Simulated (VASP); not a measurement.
Hg3P2:

```
Hg P
1.0
     8.21928    0.00000    0.00000
    -4.10964    7.11810    0.00000
     0.00000    0.00000    4.88800
Hg P
3 2
Direct
  0.50000 0.00000 0.00000
  0.00000 0.50000 0.00000
  0.50000 0.50000 0.00000
  0.33333 0.66667 0.00000
  0.66667 0.33333 0.00000
```

| Quantity | Value |
| --- | --- |
| Program | VASP 6.6.1 |
| Task | relaxation of cell and atoms |
| Functional | PBE |
| Potentials or basis | VASP PAW PBE potentials, release 64 (Hg, P) |
| Cutoff | 600 eV |
| k mesh | 6 × 6 × 8 |
| Occupations | gaussian, width 0.01 eV |
| Spin | no spin polarisation |

At the start: pressure 0.4 GPa; volume 57.20 Å³/atom.

**Question.** Where does the relaxation end?

**Answer.** Over 14 steps the energy falls by 4.8 meV/atom and the volume is 70.59 Å³/atom (+23.4 %); space group P6/mmm (No. 191, to 0.05 Å).

The path:
```tsv
step	energy change (eV)	largest force (eV/Å)	pressure (GPa)	volume (Å³)
1	0.0000	0.0000	0.41	285.98
2	-0.0044	0.0000	-0.11	292.05
3	-0.0057	0.0000	0.03	289.93
4	-0.0057	0.0000	0.02	289.84
5	-0.0044	0.0000	0.21	287.90
6	-0.0057	0.0000	0.04	289.69
7	-0.0063	0.0000	0.05	290.36
8	-0.0079	0.0000	0.03	292.37
9	-0.0105	0.0000	0.03	296.39
10	-0.0139	0.0000	-0.03	304.41
11	-0.0191	0.0000	-0.13	320.45
12	-0.0231	0.0000	-0.11	352.47
13	-0.0234	0.0000	0.08	353.28
14	-0.0239	0.0000	0.01	352.93
```

Final structure:
```
Hg P
1.0
     8.23802    0.00000    0.00000
    -4.11901    7.13434    0.00000
     0.00000    0.00000    6.00502
Hg P
3 2
Direct
  0.50000 0.00000 0.00000
  0.00000 0.50000 0.00000
  0.50000 0.50000 0.00000
  0.33333 0.66667 0.00000
  0.66667 0.33333 0.00000
```

Caveat: the volume moved by over 15 % at a fixed basis, so the end points are rough.
